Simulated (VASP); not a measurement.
# GaN (zincblende type) (F-43m) in VASP: notebook

The runs below take GaN (zincblende type) through single point, with LDA.

Everything below comes from runs of VASP 6.6.1. Logs are shortened: lines on timing, memory, paths and dates and some standing lists are left out, and cuts for length are marked.

## (1) The cell of the first run

Symmetry: F-43m, No. 216, cubic system. The conventional cell has a = 3.650 Å, b = 3.650 Å, c = 3.650 Å, α = 90.00°, β = 90.00°, γ = 90.00°. Ga (site symmetry -43m) has 4 N at 1.58 Å within 2.1 Å. Within 2.1 Å of N (site symmetry -43m) lie 4 Ga at 1.58 Å.

## (2) Single point, LDA (volume scaled by 0.55, source ansatz)

INCAR reads:

```
SYSTEM = GaN
ALGO = Normal
EDIFF = 1E-7
ENCUT = 520
GGA = CA
ISIF = 2
ISMEAR = -1
LASPH = .True.
LCHARG = .False.
LREAL = .False.
LWAVE = .False.
NBANDS = 16
NELM = 100
PREC = Accurate
SIGMA = 0.05
```

KPOINTS reads:

```
k-points
0
Gamma
  17 17 17
  0 0 0
```

POSCAR reads:

```
GaN
1.0
    0.0000000000      1.8250987460      1.8250987460
    1.8250987460      0.0000000000      1.8250987460
    1.8250987460      1.8250987460      0.0000000000
Ga N
1 1
Direct
    0.0000000000      0.0000000000      0.0000000000
    0.2500000000      0.2500000000      0.2500000000
```

Potentials or basis: VASP PAW LDA potentials, release 64 (Ga_d, N).

The run is started by

```console
$ cat potpaw_LDA.64/Ga_d/POTCAR potpaw_LDA.64/N/POTCAR > POTCAR
$ mpirun -np 1 vasp_std > vasp.out
```

OUTCAR:

```text
SYSTEM = GaN
   EDIFF = 1E-7
   ENCUT = 520
   GGA = CA
   ISIF = 2
   ISMEAR = -1
   LASPH = .True.
   LREAL = .False.
   NELM = 100
   PREC = Accurate

 ion  position               nearest neighbor table
   1  0.000  0.000  0.000-   2 1.58   2 1.58   2 1.58   2 1.58
   2  0.250  0.250  0.250-   1 1.58   1 1.58   1 1.58   1 1.58

  LATTYP: Found a face centered cubic cell.
 ALAT       =     3.6501974920

  Lattice vectors:

 A1 = (   0.0000000000,   1.8250987460,   1.8250987460)
 A2 = (   1.8250987460,   0.0000000000,   1.8250987460)
 A3 = (   1.8250987460,   1.8250987460,   0.0000000000)

Analysis of symmetry for initial positions (statically):
=====================================================================
 Subroutine PRICEL returns:
 Original cell was already a primitive cell.

 Routine SETGRP: Setting up the symmetry group for a
 face centered cubic supercell.

 Subroutine GETGRP returns: Found 24 space group operations
 (whereof 24 operations were pure point group operations)
 out of a pool of 48 trial point group operations.

The static configuration has the point symmetry T_d .

Analysis of symmetry for dynamics (positions and initial velocities):
=====================================================================
 Subroutine PRICEL returns:
 Original cell was already a primitive cell.

 Routine SETGRP: Setting up the symmetry group for a
 face centered cubic supercell.

 Subroutine GETGRP returns: Found 24 space group operations
 (whereof 24 operations were pure point group operations)
 out of a pool of 48 trial point group operations.

The dynamic configuration has the point symmetry T_d .

 Subroutine INISYM returns: Found 24 space group operations
 (whereof 24 operations are pure point group operations),
 and found     1 'primitive' translations

----------------------------------------------------------------------------------------

                                     Primitive cell

  volume of cell :      12.1588

  direct lattice vectors                    reciprocal lattice vectors
     0.000000000  1.825098746  1.825098746    -0.273957780  0.273957780  0.273957780
     1.825098746  0.000000000  1.825098746     0.273957780 -0.273957780  0.273957780
     1.825098746  1.825098746  0.000000000     0.273957780  0.273957780 -0.273957780

  length of vectors
     2.581079399  2.581079399  2.581079399     0.474508793  0.474508793  0.474508793

  position of ions in fractional coordinates (direct lattice)
     0.000000000  0.000000000  0.000000000
     0.250000000  0.250000000  0.250000000

  ion indices of the primitive-cell ions
   primitive index   ion index
                 1           1
                 2           2

----------------------------------------------------------------------------------------

 KPOINTS: k-points

Automatic generation of k-mesh.
 Grid dimensions read from file:
 generate k-points for:   17   17   17

 Generating k-lattice:

  Cartesian coordinates                     Fractional coordinates (reciprocal lattice)
    -0.016115164  0.016115164  0.016115164     0.058823529  0.000000000  0.000000000
     0.016115164 -0.016115164  0.016115164     0.000000000  0.058823529  0.000000000
     0.016115164  0.016115164 -0.016115164     0.000000000  0.000000000  0.058823529

  Length of vectors
     0.027912282  0.027912282  0.027912282

  Shift w.r.t. Gamma in fractional coordinates (k-lattice)
     0.000000000  0.000000000  0.000000000

 Subroutine IBZKPT returns following result:
 ===========================================

 Found    165 irreducible k-points:

 Following reciprocal coordinates:
            Coordinates               Weight
  0.000000  0.000000  0.000000      1.000000
  0.058824  0.000000  0.000000      8.000000
  0.117647  0.000000  0.000000      8.000000
  0.176471  0.000000  0.000000      8.000000
  0.235294  0.000000  0.000000      8.000000
  0.294118  0.000000  0.000000      8.000000
[... 16 lines left out ...]
 -0.176471  0.058824  0.000000     24.000000
 -0.117647  0.058824  0.000000     24.000000
 [... further k-points ...]
   k-points           NKPTS =    165   k-points in BZ     NKDIM =    165   number of bands    NBANDS=     16
   number of dos      NEDOS =    301   number of ions     NIONS =      2
   total plane-waves  NPLWV =   8000
   dimension x,y,z NGX =    20 NGY =   20 NGZ =   20
   dimension x,y,z NGXF=    40 NGYF=   40 NGZF=   40
   ions per type =               1   1
   NGX,Y,Z   is equivalent  to a cutoff of  12.88, 12.88, 12.88 a.u.
   NGXF,Y,Z  is equivalent  to a cutoff of  25.76, 25.76, 25.76 a.u.
 SYSTEM =  GaN
   PREC   = accura    normal or accurate (medium, high low for compatibility)
   ISTART =      0    job   : 0-new  1-cont  2-samecut
   ICHARG =      2    charge: 1-file 2-atom 10-const
   ISPIN  =      1    spin polarized calculation?
   LNONCOLLINEAR =      F non collinear calculations
   LSORBIT =      F    spin-orbit coupling
   LASPH  =      T    aspherical Exc in radial PAW
   ENCUT  =  520.0 eV  38.22 Ry    6.18 a.u.   4.80  4.80  4.80*2*pi/ulx,y,z
   NELM   =    100;   NELMIN=  2; NELMDL= -5     # of ELM steps
   EDIFF  = 0.1E-06   stopping-criterion for ELM
   LREAL  =      F    real-space projection
   EDIFFG = 0.1E-05   stopping-criterion for IOM
   NSW    =      0    number of steps for IOM
   IBRION =     -1    ionic relax: 0-MD 1-quasi-New 2-CG
   NFREE  =      0    steps in history (QN), initial steepest desc. (CG)
   ISIF   =      2    stress and relaxation
   ISYM   =      2    0-nonsym 1-usesym 2-fastsym
   POTIM  = 0.5000    time-step for ionic-motion
   TEBEG  =    0.0;   TEEND  =   0.0 temperature during run
   PSTRESS=    0.0 pullay stress
   NELECT =      18.0000    total number of electrons
   NUPDOWN=      -1.0000    fix difference up-down
   EMIN   =  10.00;   EMAX   =-10.00  energy-range for DOS
   EFERMI =   0.00;   METHOD = LEGACY
   ISMEAR =    -1;   SIGMA  =   0.05  broadening in eV -4-tet -1-fermi 0-gaus
   EFERMI_NEDOS =   21; number of points for ismear=-14 and -15
   IALGO  =     38    algorithm
   IMIX   =      4    mixing-type and parameters
     AMIX     =   0.40;   BMIX     =  1.00
     AMIX_MAG =   1.60;   BMIX_MAG =  1.00
  volume/ion in A,a.u.               =       6.08        41.03
  Fermi-wavevector in a.u.,A,eV,Ry     =   1.865818  3.525885 47.365651  3.481277
  Thomas-Fermi vector in A             =   2.912652
   LORBIT       =      0    0 simple, 1 ext, 2 COOP (PROOUT), +10 PAW based schemes
   GGA     = CA    functional components
   LHFCALC =     F    Hartree Fock is set to
   AEXX    =    0.0000 exact exchange contribution
   IVDW    =     0    specifies the selected vdW correction
   LEPSILON=     F    determine dielectric tensor
   LRPA    =     F    only Hartree local field effects (RPA)
 non-spin polarized calculation
  energy-cutoff  :      520.00
  volume of cell :       12.16
 maximum number of plane-waves:       334
   NGX =  9   NGY =  9   NGZ =  9

 number of electron      17.9999996 magnetization

 Free energy of the ion-electron system (eV)
  ---------------------------------------------------
  ext. energy  EPLUGINS =         0.00000000
  ---------------------------------------------------
  free energy    TOTEN  =        -5.82984767 eV

  energy without entropy =       -5.82984767  energy(sigma->0) =       -5.82984767

 E-fermi :  16.2907     XC(G=0): -15.9276

 val. band max:       15.2127962064   @ k =   0.0000   0.0000   0.0000
 cond. band min:      18.5844056085   @ k =   0.4706   0.4706   0.0000
 fundamental gap:      3.3716094022
 Fermi energy:        16.2907039880

 k-point     1 :       0.0000    0.0000    0.0000
  band No.  band energies     occupation
      1      -8.6103      2.00000
      2      -1.5508      2.00000
      3      -1.5508      2.00000
      4      -1.5508      2.00000
      5       0.1669      2.00000
      6       0.1669      2.00000
[... 8 lines left out ...]
     15      38.9319      0.00000
     16      38.9319      0.00000

 k-point     2 :       0.0588    0.0000    0.0000
  band No.  band energies     occupation
      1      -8.5191      2.00000
      2      -1.5591      2.00000
      3      -1.5283      2.00000
      4      -1.5283      2.00000
      5       0.1618      2.00000
      6       0.1618      2.00000
[... 8 lines left out ...]
     15      38.1127      0.00000
     16      38.1127      0.00000

 k-point     3 :       0.1176    0.0000    0.0000
  band No.  band energies     occupation
      1      -8.2518      2.00000
      2      -1.5751      2.00000
      3      -1.4659      2.00000
      4      -1.4659      2.00000
      5       0.1505      2.00000
      6       0.1505      2.00000
[... 8 lines left out ...]
     15      36.9687      0.00000
     16      37.3341      0.00000

 k-point     4 :       0.1765    0.0000    0.0000
  band No.  band energies     occupation
      1      -7.8286      2.00000
      2      -1.5711      2.00000
      3      -1.3787      2.00000
      4      -1.3787      2.00000
      5       0.1444      2.00000
      6       0.1444      2.00000
[... 8 lines left out ...]
     15      36.3668      0.00000
     16      37.0692      0.00000

 k-point     5 :       0.2353    0.0000    0.0000
  band No.  band energies     occupation
      1      -7.2893      2.00000
      2      -1.4989      2.00000
      3      -1.2885      2.00000
      4      -1.2885      2.00000
      5       0.1587      2.00000
      6       0.1587      2.00000
[... 8 lines left out ...]
     15      36.6447      0.00000
     16      37.0303      0.00000

 k-point     6 :       0.2941    0.0000    0.0000
  band No.  band energies     occupation
      1      -6.7017      2.00000
      2      -1.2878      2.00000
      3      -1.2173      2.00000
      4      -1.2173      2.00000
      5       0.2038      2.00000
      6       0.2038      2.00000
[... 8 lines left out ...]
     15      37.7691      0.00000
     16      37.7691      0.00000
[... 267 lines left out ...]
 k-point    21 :      -0.2941    0.0588    0.0000
  band No.  band energies     occupation
      1      -6.4533      2.00000
      2      -1.2458      2.00000
      3      -1.1789      2.00000
      4      -1.1208      2.00000
      5       0.1530      2.00000
      6       0.3201      2.00000
[... 8 lines left out ...]
     15      37.6946      0.00000
     16      39.8571      0.00000

 k-point    22 :      -0.2353    0.0588    0.0000
  band No.  band energies     occupation
      1      -7.0284      2.00000
      2      -1.4692      2.00000
      3      -1.2476      2.00000
      4      -1.2222      2.00000
      5       0.1005      2.00000
      6       0.2473      2.00000
[... 8 lines left out ...]
     15      37.4798      0.00000
     16      38.7849      0.00000

 k-point    23 :      -0.1765    0.0588    0.0000
  band No.  band energies     occupation
      1      -7.5865      2.00000
      2      -1.5752      2.00000
      3      -1.3385      2.00000
      4      -1.3054      2.00000
      5       0.0879      2.00000
      6       0.2040      2.00000
[... 8 lines left out ...]
     15      36.9231      0.00000
     16      38.7419      0.00000

 k-point    24 :      -0.1176    0.0588    0.0000
  band No.  band energies     occupation
      1      -8.0496      2.00000
      2      -1.5949      2.00000
      3      -1.4300      2.00000
      4      -1.3968      2.00000
      5       0.1050      2.00000
      6       0.1842      2.00000
[... 8 lines left out ...]
     15      36.6128      0.00000
     16      39.2589      0.00000

 [... further k-points ...]
[... 5 lines left out ...]
  --------------------------------------------------------------------------------------
  -------------------------------------------------------------------------------------
  Total       32.9769030     32.9769030     32.9769030      0.0000000      0.0000000     -0.0000000
  in kB     4345.4159420   4345.4159420   4345.4159420      0.0000000      0.0000000     -0.0000000
  external PRESSURE =    4345.4159420 kB  Pullay stress =       0.0000000 kB

 VOLUME and BASIS-vectors are now :
 -----------------------------------------------------------------------------
  energy-cutoff  :      520.00
  volume of cell :       12.16
      direct lattice vectors                 reciprocal lattice vectors
     0.000000000  1.825098746  1.825098746    -0.273957780  0.273957780  0.273957780
     1.825098746  0.000000000  1.825098746     0.273957780 -0.273957780  0.273957780
     1.825098746  1.825098746  0.000000000     0.273957780  0.273957780 -0.273957780

 POSITION                                       TOTAL-FORCE (eV/Angst)
 -----------------------------------------------------------------------------------
      0.00000      0.00000      0.00000        -0.000000     -0.000000     -0.000000
      0.91255      0.91255      0.91255         0.000000      0.000000      0.000000
 -----------------------------------------------------------------------------------
    total drift:                                0.000002      0.000002      0.000002

  FREE ENERGIE OF THE ION-ELECTRON SYSTEM (eV)
  ---------------------------------------------------
  free  energy   TOTEN  =        -5.8298476726 eV

  energy  without entropy=       -5.8298476726  energy(sigma->0) =       -5.82984767
```

Run time: 27 s. Hardware: 1 thread of Intel Xeon Platinum 8488C (Sapphire Rapids), shared host; peak memory 0.14 GiB.

What came out:

```yaml
Free_energy: -5.8298 eV
Pressure: 434.5 GPa
Band_gap_on_the_k_mesh: 3.37 eV, indirect (least direct gap 5.39 eV)
```

## (3) Single point, LDA (volume scaled by 0.64)

INCAR reads:

```
ALGO = Normal ; EDIFF = 1E-6
ENCUT = 520 ; GGA = CA
ISIF = 2 ; ISMEAR = -1
LASPH = T ; LCHARG = F
LREAL = F ; LWAVE = F
NBANDS = 16 ; NELM = 60
PREC = Accurate ; SIGMA = 0.05
```

KPOINTS reads:

```
k-points
0
Gamma
  17 17 17
```

POSCAR reads:

```
GaN
1.0
    0.0000000000      1.9196650653      1.9196650653
    1.9196650653      0.0000000000      1.9196650653
    1.9196650653      1.9196650653      0.0000000000
Ga N
1 1
Direct
    0.0000000000      0.0000000000      0.0000000000
    0.2500000000      0.2500000000      0.2500000000
```

Potentials or basis: VASP PAW LDA potentials, release 64 (Ga_d, N).

The run is started by

```console
$ cat potpaw_LDA.64/Ga_d/POTCAR potpaw_LDA.64/N/POTCAR > POTCAR
$ mpirun -np 1 vasp_std > vasp.out
```

OUTCAR:

```text
EDIFF = 1E-6
   ENCUT = 520
   GGA = CA
   ISIF = 2
   ISMEAR = -1
   LASPH = T
   LREAL = F
   NELM = 60
   PREC = Accurate

 ion  position               nearest neighbor table
   1  0.000  0.000  0.000-   2 1.66   2 1.66   2 1.66   2 1.66
   2  0.250  0.250  0.250-   1 1.66   1 1.66   1 1.66   1 1.66

  LATTYP: Found a face centered cubic cell.
 ALAT       =     3.8393301306

  Lattice vectors:

 A1 = (   0.0000000000,   1.9196650653,   1.9196650653)
 A2 = (   1.9196650653,   0.0000000000,   1.9196650653)
 A3 = (   1.9196650653,   1.9196650653,   0.0000000000)

Analysis of symmetry for initial positions (statically):
=====================================================================
 Subroutine PRICEL returns:
 Original cell was already a primitive cell.

 Routine SETGRP: Setting up the symmetry group for a
 face centered cubic supercell.

 Subroutine GETGRP returns: Found 24 space group operations
 (whereof 24 operations were pure point group operations)
 out of a pool of 48 trial point group operations.

[... 152 lines left out ...]

 Free energy of the ion-electron system (eV)
  ---------------------------------------------------
  ext. energy  EPLUGINS =         0.00000000
  ---------------------------------------------------
  free energy    TOTEN  =        -9.88514023 eV

  energy without entropy =       -9.88514023  energy(sigma->0) =       -9.88514023

 E-fermi :  13.1555     XC(G=0): -14.9317

 val. band max:       12.0871554860   @ k =   0.0000   0.0000   0.0000
 cond. band min:      15.4302844703   @ k =   0.4706   0.4706   0.0000
 fundamental gap:      3.3431289844
 Fermi energy:        13.1554876302

 k-point     1 :       0.0000    0.0000    0.0000
  band No.  band energies     occupation
      1      -9.2972      2.00000
      2      -3.3234      2.00000
      3      -3.3234      2.00000
      4      -3.3234      2.00000
      5      -2.1085      2.00000
      6      -2.1085      2.00000
[... 433 lines left out ...]
      3      -3.2358      2.00000
      4      -3.2070      2.00000
      5      -2.1490      2.00000
      6      -2.0949      2.00000
[... 8 lines left out ...]
     15      32.1384      0.00000
     16      34.7351      0.00000

 [... further k-points ...]
[... 5 lines left out ...]
  --------------------------------------------------------------------------------------
  -------------------------------------------------------------------------------------
  Total       21.0146131     21.0146131     21.0146131      0.0000000     -0.0000000      0.0000000
  in kB     2379.7185803   2379.7185803   2379.7185803      0.0000000     -0.0000000      0.0000000
  external PRESSURE =    2379.7185803 kB  Pullay stress =       0.0000000 kB

 VOLUME and BASIS-vectors are now :
 -----------------------------------------------------------------------------
  energy-cutoff  :      520.00
  volume of cell :       14.15
      direct lattice vectors                 reciprocal lattice vectors
     0.000000000  1.919665065  1.919665065    -0.260462103  0.260462103  0.260462103
     1.919665065  0.000000000  1.919665065     0.260462103 -0.260462103  0.260462103
     1.919665065  1.919665065  0.000000000     0.260462103  0.260462103 -0.260462103

 POSITION                                       TOTAL-FORCE (eV/Angst)
 -----------------------------------------------------------------------------------
      0.00000      0.00000      0.00000         0.000000      0.000000      0.000000
      0.95983      0.95983      0.95983        -0.000000     -0.000000     -0.000000
 -----------------------------------------------------------------------------------
    total drift:                                0.000004      0.000004      0.000003

  FREE ENERGIE OF THE ION-ELECTRON SYSTEM (eV)
  ---------------------------------------------------
  free  energy   TOTEN  =        -9.8851402319 eV

  energy  without entropy=       -9.8851402319  energy(sigma->0) =       -9.88514023
```

Run time: 25 s. Hardware: 1 thread of Intel Xeon Platinum 8488C (Sapphire Rapids), shared host; peak memory 0.15 GiB.

What came out:

```yaml
Free_energy: -9.8851 eV
Pressure: 238.0 GPa
Band_gap_on_the_k_mesh: 3.34 eV, indirect (least direct gap 4.67 eV)
```

Levels at points of the mesh, in eV from the valence-band top:
```
           k point  band 5  band 6  band 7  band 8  band 9  band 10  band 11  band 12  band 13  band 14
(0.00, 0.00, 0.00)  -14.20  -14.20    0.00    0.00    0.00     4.67    13.14    13.14    13.14    22.45
```

 A k mesh can miss the band edges.

(Continued in part 2 of 2.)
